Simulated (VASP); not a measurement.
Here is a VASP 6.6.1 calculation.

File INCAR:

```
SYSTEM = Zr
ALGO = Normal ; EDIFF = 1E-6
ENCUT = 500 ; GGA = CA
GGA_COMPAT = .FALSE. ; ISIF = 2
ISMEAR = 1 ; LASPH = .TRUE.
LCHARG = .FALSE. ; LREAL = .FALSE.
LWAVE = .FALSE. ; NBANDS = 19
NELM = 120 ; PREC = Accurate
SIGMA = 0.1
```

KPOINTS

```
k-points
0
G
  10 10 5
  0 0 0
```

Contents of POSCAR:

```
Zr
1.0
    3.2745311931      0.0000000000      0.0000000000
   -1.6372655966      2.8358230397      0.0000000000
    0.0000000000      0.0000000000      5.2147314515
Zr
2
Direct
    0.3333333333      0.6666666667      0.2500000000
    0.6666666667      0.3333333333      0.7500000000
```

Potentials or basis: VASP PAW LDA potentials, release 64 (Zr_sv).

The run is started by

```console
$ cat potpaw_LDA.64/Zr_sv/POTCAR > POTCAR
$ mpirun -np 1 vasp_std > vasp.out
```

What does it give for the band gap on the k mesh?

Zero (band 12 reaches 9.18 eV, above the bottom of band 13 at 8.06 eV).

Predict the pressure.

-9.2 GPa.

Stress tensor (GPa, compression positive):
```
-9.09  0.00  0.00
 0.00 -9.09  0.00
 0.00  0.00 -9.32
```
